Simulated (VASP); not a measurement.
Write the native input for VASP 6.6.1 that does the following.

```
Task                   : relaxation of cell and atoms
Functional             : PBEsol
Potentials or basis    : VASP PAW PBE potentials, release 64 (Si, Ni)
Cutoff                 : 600 eV
k mesh                 : 12 × 12 × 12
Occupations            : gaussian, width 0.1 eV
Spin                   : no spin polarisation
Dipole correction      : no
Further INCAR settings : ALGO = Normal; EDIFF = 1e-06; IBRION = 2; EDIFFG = -0.01; NSW = 80; ISIF = 3
```

The structure of SiNi3 lies in POSCAR:

```
SiNi3
1.0
    3.4715365977      0.0000000000      0.0000000000
    0.0000000000      3.4715365977      0.0000000000
    0.0000000000      0.0000000000      3.4715365977
Si Ni
1 3
Direct
    0.0000000000      0.0000000000      0.0000000000
    0.0000000000      0.5000000000      0.5000000000
    0.5000000000      0.0000000000      0.5000000000
    0.5000000000      0.5000000000      0.0000000000
```

One way to write it, as run:

INCAR

```
SYSTEM = SiNi3
ALGO = Normal
EDIFF = 1E-6
EDIFFG = -0.01
ENCUT = 600
GGA = PS
IBRION = 2
ISIF = 3
ISMEAR = 0
LASPH = .TRUE.
LCHARG = .FALSE.
LREAL = .FALSE.
LWAVE = .FALSE.
NELM = 100
NSW = 80
PREC = Accurate
SIGMA = 0.1
```

KPOINTS

```
k-points
0
G
  12 12 12
  0 0 0
```

Potentials or basis: VASP PAW PBE potentials, release 64 (Si, Ni).

Command:

```sh
$ cat potpaw_PBE.64/Si/POTCAR potpaw_PBE.64/Ni/POTCAR > POTCAR
$ mpirun -np 1 vasp_std > vasp.out
```

Results of the run:

The relaxed volume is 10.37 Å³/atom. The relaxed cell is a = 3.461 Å, b = 3.461 Å, c = 3.461 Å, α = 90.00°, β = 90.00°, γ = 90.00°. The space group after relaxing (to 0.05 Å) is Pm-3m (No. 221). The energy gained by relaxing is 0.6 meV/atom, the ionic steps are 3 and the pressure after relaxing is 0.0 GPa. The band gap on the k mesh is zero (band 17 reaches 11.13 eV, above the bottom of band 18 at 10.88 eV).

Caveat: the PAW data sets were made with another functional, which shifts forces and pressure a little.

It took 110 s on 1 thread of Intel(R) Xeon(R) Platinum 8375C CPU @ 2.90GHz (Ice Lake), with other jobs on the host, peak memory 0.22 GiB.
